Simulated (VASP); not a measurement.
# RbBr (Fm-3m) in VASP: notebook

The runs below take RbBr through electric field gradients, with PBEsol.

All numbers are computed with VASP 6.6.1; they aren't measurements. Logs are shortened: lines on timing, memory, paths and dates and some standing lists are left out, and cuts for length are marked.

### Step 1. The cell of the first run

It takes space group Fm-3m (No. 225, cubic). The conventional cell has a = 6.809 Å, b = 6.809 Å, c = 6.809 Å, α = 90.00°, β = 90.00°, γ = 90.00°. Rb (site symmetry m-3m) has 6 Br at 3.40 Å within 4.5 Å. Br (site symmetry m-3m) has 6 Rb at 3.40 Å within 4.5 Å.

### Step 2. Electric field gradients, PBEsol (39.46 Å³/atom)

INCAR

```
SYSTEM = RbBr
PREC = Accurate
ENCUT = 520
EDIFF = 1E-8
ISMEAR = -1
SIGMA = 0.03
LREAL = .False.
LASPH = .True.
NELM = 60
ALGO = Normal
ISIF = 2
LWAVE = .False.
LCHARG = .False.
GGA = PS
LEFG = .True.
NBANDS = 15
```

KPOINTS

```
regular mesh
0
Gamma
  7 7 7
  0 0 0
```

POSCAR

```
RbBr
1.0
    0.0000000000      3.4044959512      3.4044959512
    3.4044959512      0.0000000000      3.4044959512
    3.4044959512      3.4044959512      0.0000000000
Rb Br
1 1
Direct
    0.0000000000      0.0000000000      0.0000000000
    0.5000000000      0.5000000000      0.5000000000
```

Potentials or basis: VASP PAW PBE potentials, release 64 (Rb_sv, Br).

Command:

```
> cat potpaw_PBE.64/Rb_sv/POTCAR potpaw_PBE.64/Br/POTCAR > POTCAR
> mpirun -np 1 vasp_std > vasp.out
```

OUTCAR:

```text
SYSTEM = RbBr
   PREC = Accurate
   ENCUT = 520
   EDIFF = 1E-8
   ISMEAR = -1
   LREAL = .False.
   LASPH = .True.
   NELM = 60
   ISIF = 2
   GGA = PS

 ion  position               nearest neighbor table
   1  0.000  0.000  0.000-   2 3.40   2 3.40   2 3.40   2 3.40   2 3.40   2 3.40
   2  0.500  0.500  0.500-   1 3.40   1 3.40   1 3.40   1 3.40   1 3.40   1 3.40

  LATTYP: Found a face centered cubic cell.
 ALAT       =     6.8089919024

  Lattice vectors:

 A1 = (   0.0000000000,   3.4044959512,   3.4044959512)
 A2 = (   3.4044959512,   0.0000000000,   3.4044959512)
 A3 = (   3.4044959512,   3.4044959512,   0.0000000000)

Analysis of symmetry for initial positions (statically):
=====================================================================
 Subroutine PRICEL returns:
 Original cell was already a primitive cell.

 Routine SETGRP: Setting up the symmetry group for a
 face centered cubic supercell.

 Subroutine GETGRP returns: Found 48 space group operations
 (whereof 48 operations were pure point group operations)
 out of a pool of 48 trial point group operations.

The static configuration has the point symmetry O_h .

Analysis of symmetry for dynamics (positions and initial velocities):
=====================================================================
 Subroutine PRICEL returns:
 Original cell was already a primitive cell.

 Routine SETGRP: Setting up the symmetry group for a
 face centered cubic supercell.

 Subroutine GETGRP returns: Found 48 space group operations
 (whereof 48 operations were pure point group operations)
 out of a pool of 48 trial point group operations.

The dynamic configuration has the point symmetry O_h .

 Subroutine INISYM returns: Found 48 space group operations
 (whereof 48 operations are pure point group operations),
 and found     1 'primitive' translations

----------------------------------------------------------------------------------------

                                     Primitive cell

  volume of cell :      78.9203

  direct lattice vectors                    reciprocal lattice vectors
     0.000000000  3.404495951  3.404495951    -0.146864619  0.146864619  0.146864619
     3.404495951  0.000000000  3.404495951     0.146864619 -0.146864619  0.146864619
     3.404495951  3.404495951  0.000000000     0.146864619  0.146864619 -0.146864619

  length of vectors
     4.814684347  4.814684347  4.814684347     0.254376982  0.254376982  0.254376982

  position of ions in fractional coordinates (direct lattice)
     0.000000000  0.000000000  0.000000000
     0.500000000  0.500000000  0.500000000

  ion indices of the primitive-cell ions
   primitive index   ion index
                 1           1
                 2           2

----------------------------------------------------------------------------------------

 KPOINTS: regular mesh

Automatic generation of k-mesh.
 Grid dimensions read from file:
 generate k-points for:    7    7    7

 Generating k-lattice:

  Cartesian coordinates                     Fractional coordinates (reciprocal lattice)
    -0.020980660  0.020980660  0.020980660     0.142857143  0.000000000  0.000000000
     0.020980660 -0.020980660  0.020980660     0.000000000  0.142857143  0.000000000
     0.020980660  0.020980660 -0.020980660     0.000000000  0.000000000  0.142857143

  Length of vectors
     0.036339569  0.036339569  0.036339569

  Shift w.r.t. Gamma in fractional coordinates (k-lattice)
     0.000000000  0.000000000  0.000000000

 Subroutine IBZKPT returns following result:
 ===========================================

 Found     20 irreducible k-points:

 Following reciprocal coordinates:
            Coordinates               Weight
  0.000000  0.000000  0.000000      1.000000
  0.142857  0.000000  0.000000      8.000000
  0.285714  0.000000  0.000000      8.000000
  0.428571  0.000000  0.000000      8.000000
  0.142857  0.142857  0.000000      6.000000
  0.285714  0.142857  0.000000     24.000000
[... 12 lines left out ...]
 -0.428571  0.428571  0.142857     24.000000
 -0.285714  0.428571  0.142857     24.000000
   k-points           NKPTS =     20   k-points in BZ     NKDIM =     20   number of bands    NBANDS=     15
   number of dos      NEDOS =    301   number of ions     NIONS =      2
   total plane-waves  NPLWV =  46656
   dimension x,y,z NGX =    36 NGY =   36 NGZ =   36
   dimension x,y,z NGXF=    72 NGYF=   72 NGZF=   72
   ions per type =               1   1
   NGX,Y,Z   is equivalent  to a cutoff of  12.43, 12.43, 12.43 a.u.
   NGXF,Y,Z  is equivalent  to a cutoff of  24.86, 24.86, 24.86 a.u.
 SYSTEM =  RbBr
   PREC   = accura    normal or accurate (medium, high low for compatibility)
   ISTART =      0    job   : 0-new  1-cont  2-samecut
   ICHARG =      2    charge: 1-file 2-atom 10-const
   ISPIN  =      1    spin polarized calculation?
   LNONCOLLINEAR =      F non collinear calculations
   LSORBIT =      F    spin-orbit coupling
   LASPH  =      T    aspherical Exc in radial PAW
   ENCUT  =  520.0 eV  38.22 Ry    6.18 a.u.   8.95  8.95  8.95*2*pi/ulx,y,z
   NELM   =     60;   NELMIN=  2; NELMDL= -5     # of ELM steps
   EDIFF  = 0.1E-07   stopping-criterion for ELM
   LREAL  =      F    real-space projection
   EDIFFG = 0.1E-06   stopping-criterion for IOM
   NSW    =      0    number of steps for IOM
   IBRION =     -1    ionic relax: 0-MD 1-quasi-New 2-CG
   NFREE  =      0    steps in history (QN), initial steepest desc. (CG)
   ISIF   =      2    stress and relaxation
   ISYM   =      2    0-nonsym 1-usesym 2-fastsym
   POTIM  = 0.5000    time-step for ionic-motion
   TEBEG  =    0.0;   TEEND  =   0.0 temperature during run
   PSTRESS=    0.0 pullay stress
   NELECT =      16.0000    total number of electrons
   NUPDOWN=      -1.0000    fix difference up-down
   EMIN   =  10.00;   EMAX   =-10.00  energy-range for DOS
   EFERMI =   0.00;   METHOD = LEGACY
   ISMEAR =    -1;   SIGMA  =   0.03  broadening in eV -4-tet -1-fermi 0-gaus
   EFERMI_NEDOS =   21; number of points for ismear=-14 and -15
   IALGO  =     38    algorithm
   IMIX   =      4    mixing-type and parameters
     AMIX     =   0.40;   BMIX     =  1.00
     AMIX_MAG =   1.60;   BMIX_MAG =  1.00
  volume/ion in A,a.u.               =      39.46       266.29
  Fermi-wavevector in a.u.,A,eV,Ry     =   0.961727  1.817401 12.584296  0.924920
  Thomas-Fermi vector in A             =   2.091125
   LORBIT       =      0    0 simple, 1 ext, 2 COOP (PROOUT), +10 PAW based schemes
   GGA     = PS    functional components
   LHFCALC =     F    Hartree Fock is set to
   AEXX    =    0.0000 exact exchange contribution
   IVDW    =     0    specifies the selected vdW correction
   LEPSILON=     F    determine dielectric tensor
   LRPA    =     F    only Hartree local field effects (RPA)
 non-spin polarized calculation
  energy-cutoff  :      520.00
  volume of cell :       78.92
 maximum number of plane-waves:      2141
   NGX = 17   NGY = 17   NGZ = 17

 number of electron      16.0000002 magnetization

 Free energy of the ion-electron system (eV)
  ---------------------------------------------------
  ext. energy  EPLUGINS =         0.00000000
  ---------------------------------------------------
  free energy    TOTEN  =        -6.35418582 eV

  energy without entropy =       -6.35418582  energy(sigma->0) =       -6.35418582

 E-fermi :  -1.0384     XC(G=0):  -7.4880

 val. band max:       -1.7705324484   @ k =   0.0000   0.0000   0.0000
 cond. band min:       2.4865647987   @ k =   0.0000   0.0000   0.0000
 fundamental gap:      4.2570972471
 Fermi energy:        -1.0383740787

 k-point     1 :       0.0000    0.0000    0.0000
  band No.  band energies     occupation
      1     -26.0848      2.00000
      2     -13.9844      2.00000
      3     -10.1744      2.00000
      4     -10.1744      2.00000
      5     -10.1744      2.00000
      6      -1.7705      2.00000
      7      -1.7705      2.00000
      8      -1.7705      2.00000
      9       2.4866      0.00000
     10       5.4309      0.00000
     11       5.4309      0.00000
     12       5.4309      0.00000
     13       6.3376      0.00000
     14       6.3376      0.00000
[... 329 lines left out ...]
      2     -13.9628      2.00000
      3     -10.3253      2.00000
      4     -10.2806      2.00000
      5     -10.1604      2.00000
      6      -2.3434      2.00000
      7      -2.1579      2.00000
      8      -2.1007      2.00000
      9       4.9146      0.00000
     10       5.6246      0.00000
     11       6.5479      0.00000
     12       6.8947      0.00000
     13       8.6531      0.00000
     14       8.8311      0.00000
     15       9.6546      0.00000

------------------------ aborting loop because EDIFF is reached ----------------------------------------

  FORCE on cell =-STRESS in cart. coord.  units (eV):
  Direction    XX          YY          ZZ          XY          YZ          ZX
  --------------------------------------------------------------------------------------
  -------------------------------------------------------------------------------------
  Total        0.1307094      0.1307094      0.1307094      0.0000000      0.0000000      0.0000000
  in kB        2.6535592      2.6535592      2.6535592      0.0000000      0.0000000      0.0000000
  external PRESSURE =       2.6535592 kB  Pullay stress =       0.0000000 kB

 VOLUME and BASIS-vectors are now :
 -----------------------------------------------------------------------------
  energy-cutoff  :      520.00
  volume of cell :       78.92
      direct lattice vectors                 reciprocal lattice vectors
     0.000000000  3.404495951  3.404495951    -0.146864619  0.146864619  0.146864619
     3.404495951  0.000000000  3.404495951     0.146864619 -0.146864619  0.146864619
     3.404495951  3.404495951  0.000000000     0.146864619  0.146864619 -0.146864619

 POSITION                                       TOTAL-FORCE (eV/Angst)
 -----------------------------------------------------------------------------------
      0.00000      0.00000      0.00000         0.000000     -0.000000     -0.000000
      3.40450      3.40450      3.40450        -0.000000      0.000000      0.000000
 -----------------------------------------------------------------------------------
    total drift:                                0.000000      0.000000      0.000000

  FREE ENERGIE OF THE ION-ELECTRON SYSTEM (eV)
  ---------------------------------------------------
  free  energy   TOTEN  =        -6.3541858250 eV

  energy  without entropy=       -6.3541858250  energy(sigma->0) =       -6.35418582

 Electric field gradients (V/A^2)
---------------------------------------------------------------------
 ion       V_xx      V_yy      V_zz      V_xy      V_xz      V_yz
---------------------------------------------------------------------
   1       0.000    -0.000     0.000    -0.000    -0.000    -0.000
   2       0.000     0.000     0.000     0.000     0.000     0.000
---------------------------------------------------------------------

 Electric field gradients after diagonalization (V/A^2)
 (convention: |V_zz| > |V_xx| > |V_yy|)
----------------------------------------------------------------------
 ion       V_xx      V_yy      V_zz     asymmetry (V_yy - V_xx)/ V_zz
----------------------------------------------------------------------
   1       0.000     0.000    -0.000       0.000
   2      -0.000    -0.000     0.000       0.000
----------------------------------------------------------------------

           NMR quadrupolar parameters

 Cq : quadrupolar parameter    Cq=e*Q*V_zz/h
 eta: asymmetry parameters     (V_yy - V_xx)/ V_zz
 Q  : nuclear electric quadrupole moment in mb (millibarn)
----------------------------------------------------------------------
 ion       Cq(MHz)       eta       Q (mb)
----------------------------------------------------------------------
   1      -0.000       0.000       1.000
   2       0.000       0.000       1.000
----------------------------------------------------------------------
```

Run time: 30 s. Hardware: 1 thread of Intel Xeon 8259CL, shared host; peak memory 0.21 GiB.

What came out:

| Item | Value |
| --- | --- |
| Free energy | -6.3542 eV |
| Pressure | 0.3 GPa |
| Band gap on the k mesh | 4.26 eV |
| Largest electric field gradient by atom | zero within the noise of the run |

Caveat: the PAW data sets were made with another functional, which shifts forces and pressure a little.

### Step 3. Electric field gradients, PBEsol (39.46 Å³/atom)

INCAR

```
PREC = Accurate
ENCUT = 520
EDIFF = 1E-8
ISMEAR = -1
SIGMA = 0.03
LREAL = F
LASPH = T
NELM = 60
ALGO = Normal
ISIF = 2
LWAVE = F
LCHARG = F
GGA = PS
LEFG = T
NBANDS = 15
```

KPOINTS

```
Automatic mesh
0
Gamma
  7 7 7
```

POSCAR is that of step 2.

Potentials or basis: VASP PAW PBE potentials, release 64 (Rb_sv, Br).

Command:

```
> cat potpaw_PBE.64/Rb_sv/POTCAR potpaw_PBE.64/Br/POTCAR > POTCAR
> mpirun -np 1 vasp_std > vasp.out
```

OUTCAR:

```text
PREC = Accurate
   ENCUT = 520
   EDIFF = 1E-8
   ISMEAR = -1
   LREAL = F
   LASPH = T
   NELM = 60
   ISIF = 2
   GGA = PS

 ion  position               nearest neighbor table
   1  0.000  0.000  0.000-   2 3.40   2 3.40   2 3.40   2 3.40   2 3.40   2 3.40
   2  0.500  0.500  0.500-   1 3.40   1 3.40   1 3.40   1 3.40   1 3.40   1 3.40

  LATTYP: Found a face centered cubic cell.
 ALAT       =     6.8089919024

  Lattice vectors:

 A1 = (   0.0000000000,   3.4044959512,   3.4044959512)
 A2 = (   3.4044959512,   0.0000000000,   3.4044959512)
 A3 = (   3.4044959512,   3.4044959512,   0.0000000000)

Analysis of symmetry for initial positions (statically):
=====================================================================
 Subroutine PRICEL returns:
 Original cell was already a primitive cell.

 Routine SETGRP: Setting up the symmetry group for a
 face centered cubic supercell.

 Subroutine GETGRP returns: Found 48 space group operations
[... 539 lines left out ...]
  volume of cell :       78.92
      direct lattice vectors                 reciprocal lattice vectors
     0.000000000  3.404495951  3.404495951    -0.146864619  0.146864619  0.146864619
     3.404495951  0.000000000  3.404495951     0.146864619 -0.146864619  0.146864619
     3.404495951  3.404495951  0.000000000     0.146864619  0.146864619 -0.146864619

 POSITION                                       TOTAL-FORCE (eV/Angst)
 -----------------------------------------------------------------------------------
      0.00000      0.00000      0.00000         0.000000     -0.000000     -0.000000
      3.40450      3.40450      3.40450        -0.000000      0.000000      0.000000
 -----------------------------------------------------------------------------------
    total drift:                                0.000000      0.000000      0.000000

  FREE ENERGIE OF THE ION-ELECTRON SYSTEM (eV)
  ---------------------------------------------------
  free  energy   TOTEN  =        -6.3541858250 eV

  energy  without entropy=       -6.3541858250  energy(sigma->0) =       -6.35418582

 Electric field gradients (V/A^2)
---------------------------------------------------------------------
 ion       V_xx      V_yy      V_zz      V_xy      V_xz      V_yz
---------------------------------------------------------------------
   1       0.000    -0.000     0.000    -0.000    -0.000    -0.000
   2       0.000     0.000     0.000     0.000     0.000     0.000
---------------------------------------------------------------------

 Electric field gradients after diagonalization (V/A^2)
 (convention: |V_zz| > |V_xx| > |V_yy|)
----------------------------------------------------------------------
 ion       V_xx      V_yy      V_zz     asymmetry (V_yy - V_xx)/ V_zz
----------------------------------------------------------------------
   1       0.000     0.000    -0.000       0.000
   2      -0.000    -0.000     0.000       0.000
----------------------------------------------------------------------

           NMR quadrupolar parameters

 Cq : quadrupolar parameter    Cq=e*Q*V_zz/h
 eta: asymmetry parameters     (V_yy - V_xx)/ V_zz
 Q  : nuclear electric quadrupole moment in mb (millibarn)
----------------------------------------------------------------------
 ion       Cq(MHz)       eta       Q (mb)
----------------------------------------------------------------------
   1      -0.000       0.000       1.000
   2       0.000       0.000       1.000
----------------------------------------------------------------------
```

It took 30 s on 1 thread of Intel Xeon 8259CL, shared host; peak memory 0.21 GiB.

What came out:

```yaml
Free_energy: -6.3542 eV
Pressure: 0.3 GPa
Band_gap_on_the_k_mesh: 4.26 eV
Largest_electric_field_gradient_by_atom: zero within the noise of the run
```

Caveat: the PAW data sets were made with another functional, which shifts forces and pressure a little.
